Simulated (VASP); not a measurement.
# SiSn5: relaxation of cell and atoms with PBE

SiSn5:

```
Si Sn
1.0
     6.24490    0.00000    0.00000
    -3.12245    5.40824    0.00000
     0.00000    0.00000    4.86461
Si Sn
1 5
Cartesian
  0.0000 0.0000 0.0000
  0.0000 3.6055 0.0000
  3.1224 1.8027 0.0000
  3.1224 0.0000 2.4323
  1.5612 2.7041 2.4323
  -1.5612 2.7041 2.4323
```

The cell was built from a structure type or drawn by symmetry, and may not be a known phase.

* Program: VASP 6.6.1
* Task: relaxation of cell and atoms
* Functional: PBE
* Potentials or basis: VASP PAW PBE potentials, release 64 (Si, Sn_d)
* Cutoff: 600 eV
* k mesh: 3 × 3 × 4
* Occupations: gaussian, width 0.1 eV
* Spin: no spin polarisation
* Dipole correction: no
* Further INCAR settings: ALGO = Normal; EDIFF = 1e-06; IBRION = 2; EDIFFG = -0.04; NSW = 90; ISIF = 3

```
Relaxed volume                        : 29.44 Å³/atom
Relaxed cell                          : a = 6.118 Å, b = 6.118 Å, c = 5.450 Å, α = 90.00°, β = 90.00°, γ = 120.00°
Space group after relaxing (to 0.1 Å) : P6/mmm (No. 191)
Energy gained by relaxing             : 124.0 meV/atom
Ionic steps                           : 6
Pressure after relaxing               : 0.1 GPa
Band gap on the k mesh                : zero (bands 37 and 38 overlap by 1.72 eV)
```

Step by step:
| step | energy change (eV) | largest force (eV/Å) | pressure (GPa) | volume (Å³) |
| --- | --- | --- | --- | --- |
| 1 | 0.0000 | 0.0000 | 5.45 | 164.30 |
| 2 | -0.5887 | 0.0000 | -1.93 | 187.08 |
| 3 | -0.5901 | 0.0000 | -1.68 | 185.98 |
| 4 | -0.7301 | 0.0000 | -0.96 | 181.18 |
| 5 | -0.7368 | 0.0000 | -0.69 | 179.97 |
| 6 | -0.7439 | 0.0000 | 0.11 | 176.64 |

Final structure:
```
CELL_PARAMETERS angstrom
6.11756 0.00000 0.00000
-3.05878 5.29796 0.00000
0.00000 0.00000 5.45013
ATOMIC_POSITIONS crystal
Si 0.00000 0.00000 0.00000
Sn 0.33333 0.66667 0.00000
Sn 0.66667 0.33333 0.00000
Sn 0.50000 0.00000 0.50000
Sn 0.50000 0.50000 0.50000
Sn 0.00000 0.50000 0.50000
```

Levels at points of the mesh, in eV from the Fermi level:
```tsv
k point	band 35	band 36	band 37	band 38	band 39	band 40
(0.00, 0.00, 0.00)	-2.13	-0.01	-0.01	0.15	0.39	0.39
(0.00, 0.00, 0.50)	-1.81	-1.81	-1.62	-1.62	-0.32	1.49
```

It took 3.4 min on 1 thread of Intel(R) Xeon(R) Platinum 8488C (Sapphire Rapids) (shared host), peak memory 0.34 GiB.

Caveat: the k points lie up to 0.40 Å⁻¹ apart in the final cell, too coarse for converged energies and pressures of a metal; spin-orbit coupling is left out, which moves the levels of the heavy elements.
